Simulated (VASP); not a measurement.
# SbP (rocksalt type) (Fm-3m) in VASP: further runs, part 2 of 2

VASP 6.6.1. The steps go on from the part before.

### Step 3. Single point, PBE (volume scaled by 1.04)

INCAR

```
PREC = Accurate ; ENCUT = 520
EDIFF = 1E-7 ; ISMEAR = -1
SIGMA = 0.05 ; LREAL = F
LASPH = T ; NELM = 80
ALGO = Normal ; ISIF = 2
LWAVE = F ; LCHARG = F
GGA = PE ; NBANDS = 12
```

KPOINTS

```
regular mesh
0
Gamma
  11 11 11
```

POSCAR

```
SbP
1.0
    0.0000000000      2.8548118040      2.8548118040
    2.8548118040      0.0000000000      2.8548118040
    2.8548118040      2.8548118040      0.0000000000
Sb P
1 1
Direct
    0.0000000000      0.0000000000      0.0000000000
    0.5000000000      0.5000000000      0.5000000000
```

Potentials or basis: VASP PAW PBE potentials, release 64 (Sb, P).

The run is started by

```sh
$ cat potpaw_PBE.64/Sb/POTCAR potpaw_PBE.64/P/POTCAR > POTCAR
$ mpirun -np 1 vasp_std > vasp.out
```

OUTCAR:

```text
PREC = Accurate
   ENCUT = 520
   EDIFF = 1E-7
   ISMEAR = -1
   LREAL = F
   LASPH = T
   NELM = 80
   ISIF = 2
   GGA = PE

 ion  position               nearest neighbor table
   1  0.000  0.000  0.000-   2 2.85   2 2.85   2 2.85   2 2.85   2 2.85   2 2.85
   2  0.500  0.500  0.500-   1 2.85   1 2.85   1 2.85   1 2.85   1 2.85   1 2.85

  LATTYP: Found a face centered cubic cell.
 ALAT       =     5.7096236080

  Lattice vectors:

 A1 = (   0.0000000000,   2.8548118040,   2.8548118040)
 A2 = (   2.8548118040,   0.0000000000,   2.8548118040)
 A3 = (   2.8548118040,   2.8548118040,   0.0000000000)

Analysis of symmetry for initial positions (statically):
=====================================================================
 Subroutine PRICEL returns:
 Original cell was already a primitive cell.

 Routine SETGRP: Setting up the symmetry group for a
 face centered cubic supercell.

 Subroutine GETGRP returns: Found 48 space group operations
 (whereof 48 operations were pure point group operations)
 out of a pool of 48 trial point group operations.

The static configuration has the point symmetry O_h .

[... 174 lines left out ...]
      4       5.5170      2.00000
      5       5.5170      2.00000
      6      11.2399      0.00000
      7      11.2399      0.00000
      8      11.2399      0.00000
      9      12.5029      0.00000
     10      12.5029      0.00000
     11      12.5029      0.00000
     12      14.5551      0.00000
[... 331 lines left out ...]
 k-point    24 :      -0.1818    0.1818    0.0000
  band No.  band energies     occupation
      1      -4.9946      2.00000
      2       0.0709      2.00000
      3       3.8818      2.00000
      4       6.4336      2.00000
      5       7.6830      0.01378
      6       7.7523      0.00346
      7       7.9716      0.00004
      8      11.4843      0.00000
      9      13.3056      0.00000
     10      13.5462      0.00000
     11      16.1302      0.00000
     12      16.2647      0.00000

 [... further k-points ...]

------------------------ aborting loop because EDIFF is reached ----------------------------------------

  FORCE on cell =-STRESS in cart. coord.  units (eV):
  Direction    XX          YY          ZZ          XY          YZ          ZX
  --------------------------------------------------------------------------------------
  -------------------------------------------------------------------------------------
  Total       -0.8376703     -0.8376703     -0.8376703     -0.0000000     -0.0000000      0.0000000
  in kB      -28.8417278    -28.8417278    -28.8417278     -0.0000000     -0.0000000      0.0000000
  external PRESSURE =     -28.8417278 kB  Pullay stress =       0.0000000 kB

 VOLUME and BASIS-vectors are now :
 -----------------------------------------------------------------------------
  energy-cutoff  :      520.00
  volume of cell :       46.53
      direct lattice vectors                 reciprocal lattice vectors
     0.000000000  2.854811804  2.854811804    -0.175142894  0.175142894  0.175142894
     2.854811804  0.000000000  2.854811804     0.175142894 -0.175142894  0.175142894
     2.854811804  2.854811804  0.000000000     0.175142894  0.175142894 -0.175142894

 POSITION                                       TOTAL-FORCE (eV/Angst)
 -----------------------------------------------------------------------------------
      0.00000      0.00000      0.00000        -0.000000      0.000000      0.000000
      2.85481      2.85481      2.85481         0.000000     -0.000000     -0.000000
 -----------------------------------------------------------------------------------
    total drift:                               -0.000000     -0.000000      0.000000

  FREE ENERGIE OF THE ION-ELECTRON SYSTEM (eV)
  ---------------------------------------------------
  free  energy   TOTEN  =        -9.2550436932 eV

  energy  without entropy=       -9.2519890694  energy(sigma->0) =       -9.25351638
```

OSZICAR:

```text
N       E                     dE             d eps       ncg     rms          rms(c)
DAV:   1     0.252333529452E+02    0.25233E+02   -0.37168E+03  1344   0.649E+02
DAV:   2    -0.790205553892E+01   -0.33135E+02   -0.32096E+02  1828   0.109E+02
DAV:   3    -0.942524198270E+01   -0.15232E+01   -0.15141E+01  1680   0.232E+01
DAV:   4    -0.943771503633E+01   -0.12473E-01   -0.12470E-01  1588   0.253E+00
DAV:   5    -0.943783361731E+01   -0.11858E-03   -0.11858E-03  1692   0.259E-01    0.388E+00
DAV:   6    -0.924948332870E+01    0.18835E+00   -0.86070E-01  1492   0.307E+00    0.231E+00
DAV:   7    -0.925412149416E+01   -0.46382E-02   -0.60374E-02  1636   0.124E+00    0.113E+00
DAV:   8    -0.925492708057E+01   -0.80559E-03   -0.48951E-03  1536   0.345E-01    0.158E-01
DAV:   9    -0.925499701067E+01   -0.69930E-04   -0.85107E-04  1584   0.138E-01    0.675E-02
DAV:  10    -0.925504280884E+01   -0.45798E-04   -0.10962E-04  1628   0.631E-02    0.165E-02
DAV:  11    -0.925504408168E+01   -0.12728E-05   -0.14976E-05  1668   0.155E-02    0.427E-03
DAV:  12    -0.925504377448E+01    0.30720E-06   -0.11330E-06  1596   0.675E-03    0.265E-03
DAV:  13    -0.925504369318E+01    0.81304E-07   -0.65576E-08  1204   0.130E-03
   1 F= -.92550437E+01 E0= -.92535164E+01  d E =-.305462E-02
```

It took 24 s on 1 thread of Intel Xeon Platinum 8488C (Sapphire Rapids), shared host; peak memory 0.18 GiB.

What came out:

| Item | Value |
| --- | --- |
| Free energy | -9.2550 eV |
| Pressure | -2.9 GPa |
| Band gap on the k mesh | zero (band 5 reaches 7.68 eV, above the bottom of band 6 at 7.26 eV) |

Levels at points of the mesh, in eV from the Fermi level:
```
           k point  band 3  band 4  band 5  band 6  band 7  band 8
(0.00, 0.00, 0.00)   -1.92   -1.92   -1.92    3.81    3.81    3.81
```

Caveat: spin-orbit coupling is left out, which moves the levels of the heavy elements.
